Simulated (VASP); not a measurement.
Wanted: the native input for a VASP 6.6.1 run.

```yaml
Task: single point
Functional: LDA
Potentials_or_basis: VASP PAW LDA potentials, release 64 (Ta_sv_GW, N)
Cutoff: 600 eV
k_mesh: 18 × 18 × 18
Occupations: gaussian, width 0.15 eV
Spin: no spin polarisation
Dipole_correction: no
Second_run: valence_matched
Further_INCAR_settings: ALGO = Normal; EDIFF = 1e-06; NBANDS = 16
```

The structure of TaN lies in POSCAR:

```
TaN
1.0
    0.0000000000      2.1375325951      2.1375325951
    2.1375325951      0.0000000000      2.1375325951
    2.1375325951      2.1375325951      0.0000000000
Ta N
1 1
Direct
    0.4989139126      0.5010860874      0.5010860874
    0.0140304995     -0.0140304995     -0.0140304995
```

These files were run (other wordings do the same):

INCAR

```
PREC = Accurate ; ENCUT = 600
EDIFF = 1E-6 ; ISMEAR = 0
SIGMA = 0.15 ; LREAL = False
LASPH = True ; NELM = 120
ALGO = Normal ; ISIF = 2
LWAVE = False ; LCHARG = True
LELF = True ; LVHAR = True
NBANDS = 16 ; GGA_COMPAT = False
```

KPOINTS

```
regular mesh
0
Gamma
  18 18 18
```

Potentials or basis: VASP PAW LDA potentials, release 64 (Ta_sv_GW, N).

Launch:

```bash
$ cat potpaw_LDA.64/Ta_sv_GW/POTCAR potpaw_LDA.64/N/POTCAR > POTCAR
$ mpirun -np 1 vasp_std > vasp.out
```

It gave:

```yaml
Pressure: 23.9 GPa
Largest_force: 0.778 eV/Å
Band_gap_on_the_k_mesh: zero (band 9 reaches 16.98 eV, above the bottom of band 10 at 12.64 eV)
```

Caveat: spin-orbit coupling is left out, which moves the levels of the heavy elements.

It took 48 s on 1 thread of Intel(R) Xeon(R) 6975P-C (Granite Rapids), with other jobs on the host, peak memory 0.3 GiB.
